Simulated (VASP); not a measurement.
**Li: electric field gradients with PBE**

The system is Li.

```
Li
1.0
     3.14181    0.00000    0.00000
    -1.57090    2.72088    0.00000
     0.00000    0.00000    5.14343
Li
2
Cartesian
  0.0000 1.8139 1.2859
  1.5709 0.9070 3.8576
```

This cell differs from its parent crystal: volume scaled by 1.03.

| Item | Value |
| --- | --- |
| Program | VASP 6.6.1 |
| Task | electric field gradients |
| Functional | PBE |
| Potentials or basis | VASP PAW PBE potentials, release 64 (Li_sv) |
| Cutoff | 520 eV |
| k mesh | 15 × 15 × 8 |
| Occupations | fermi-dirac, width 0.08 eV |
| Spin | no spin polarisation |
| Dipole correction | no |
| Further INCAR settings | ALGO = Normal; EDIFF = 1e-08; NBANDS = 10 |

The band gap on the k mesh is zero (band 3 reaches 2.48 eV, above the bottom of band 4 at -1.97 eV).

Levels at points of the mesh, in eV from the Fermi level:
```csv
k point,band 1,band 2,band 3,band 4,band 5,band 6,band 7,band 8
"(0.00, 0.00, 0.00)",-46.67,-46.66,-3.45,0.00,2.65,11.79,11.79,13.12
"(0.00, 0.00, 0.50)",-46.66,-46.66,-2.38,-2.38,7.49,7.49,12.64,12.64
```

Run time: 26 s on 1 thread of Intel(R) Xeon(R) Platinum 8559C (Emerald Rapids), on a shared host, peak memory 0.17 GiB.

Caveat: without QUAD_EFG the Cq values of the log hold for a quadrupole moment of 1 mb, not for the nuclei.
